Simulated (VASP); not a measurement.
Bi, 2 atoms in the cell. The typed cell holds 2 atoms: a = 3.242 Å, b = 3.167 Å, c = 5.836 Å, α = 90.00°, β = 90.00°, γ = 90.00°. 

| Quantity | Value |
| --- | --- |
| Program | VASP 6.6.1 |
| Task | single point |
| Functional | PBEsol |
| Potentials or basis | VASP PAW PBE potentials, release 64 (Bi_d) |
| Cutoff | 520 eV |
| k mesh | 8 × 8 × 4 |
| Occupations | fermi-dirac, width 0.05 eV |
| Spin | no spin polarisation |
| Dipole correction | no |
| Further INCAR settings | ALGO = Normal; EDIFF = 1e-06; NBANDS = 22 |

Potentials or basis: VASP PAW PBE potentials, release 64 (Bi_d).

Command:

```console
$ cat potpaw_PBE.64/Bi_d/POTCAR > POTCAR
$ mpirun -np 1 vasp_std > vasp.out
```

Hardware: 1 thread of Intel(R) Xeon(R) Platinum 8259CL CPU @ 2.50GHz (Skylake/Cascade Lake), on a shared host.

Problem. How long does it take, and how much memory?

Solution. Run time: 78 s on 1 thread of Intel(R) Xeon(R) Platinum 8259CL CPU @ 2.50GHz (Skylake/Cascade Lake) (shared host), peak memory 0.23 GiB. Counts: scf iterations 11, k points 90.
